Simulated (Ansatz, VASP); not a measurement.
Two plane-wave programs on BP

Contents of INCAR:

```
SYSTEM = BP
ALGO = Normal
EDIFF = 1E-6
ENCUT = 500
GGA = PS
GGA_COMPAT = .FALSE.
ISIF = 2
ISMEAR = 0
LASPH = .TRUE.
LCHARG = .FALSE.
LREAL = .FALSE.
LWAVE = .FALSE.
NBANDS = 11
NELM = 120
PREC = Accurate
SIGMA = 0.01
```

Contents of KPOINTS:

```
k-points
0
G
  10 10 10
  0 0 0
```

POSCAR

```
BP
1.0
    0.0000000000      2.2375332127      2.2706314825
    2.2375332127      0.0000000000      2.2706314825
    2.2375332127      2.2375332127      0.0000000000
B P
1 1
Direct
    0.0000000000      0.0000000000      0.0000000000
    0.2500000000      0.2500000000      0.2500000000
```

Input for Ansatz:

```yaml
crystal:
  lattice:
    - [0.0, 2.237533258, 2.270631462]
    - [2.237533258, 0.0, 2.270631462]
    - [2.237533258, 2.237533258, 0.0]
  atoms:
    - { symbol: B, position: [0.0, 0.0, 0.0] }
    - { symbol: P, position: [0.25, 0.25, 0.25] }
basis:
  ecutwfc: 420
kpoints:
  mp_grid: { grid: [10, 10, 10] }
  band_path:
    path:
      - [0.0, 0.0, 0.0]
      - [0.0, 0.0, 0.0]
      - [0.4207487882, 0.4207487882, 0.0]
      - [0.0, 0.4179399381, 0.4179399381]
      - [0.5, 0.5, 0.5]
      - [0.0, 0.0, 0.5]
      - [0.0030217316, 0.0030217316, 0.0060434631]
      - [-0.0030217316, -0.0030217316, -0.0060434631]
      - [0.0030217316, 0.0030217316, 0.0060434631]
      - [-0.0030217316, -0.0030217316, -0.0060434631]
    npoints: 1
hamiltonian:
  xc: pbesol
  pseudopotentials: { kind: paw, azcp: { folder: soft_1 } }
scf:
  occupations: { method: fixed }
  n_extra_bands: 5
output:
  forces: true
  stress: true
  eigenvalues: true
```

Alike in both runs: task single point; functional PBEsol; k mesh 10 × 10 × 10; no spin polarisation.

|  | VASP | Ansatz |
| --- | --- | --- |
| version | VASP 6.6.1 | Ansatz 0.2.0 |
| potentials or method | VASP PAW PBE potentials, release 64 (B, P), cutoff 500 eV | scalar-relativistic, plane waves, PAW |
| occupations | gaussian, width 0.01 eV | fixed |
| valence electrons in the cell | 8 | 8 |

Ansatz gave:

* gap on the k mesh at the Fermi level (eV): 0.99
* least direct gap on the mesh (eV): 3.33
* pressure (GPa): 2.7
* traceless stress, the component that is largest in VASP (GPa): -2.68

Task: Estimate VASP's values.

Result: gap on the k mesh at the Fermi level (eV): 0.98; least direct gap on the mesh (eV): 3.32; pressure (GPa): 2.8; traceless stress, the component that is largest in VASP (GPa): -2.68.

VASP's potentials were made for PBE, not for PBEsol, and Ansatz warns of the same on its side.
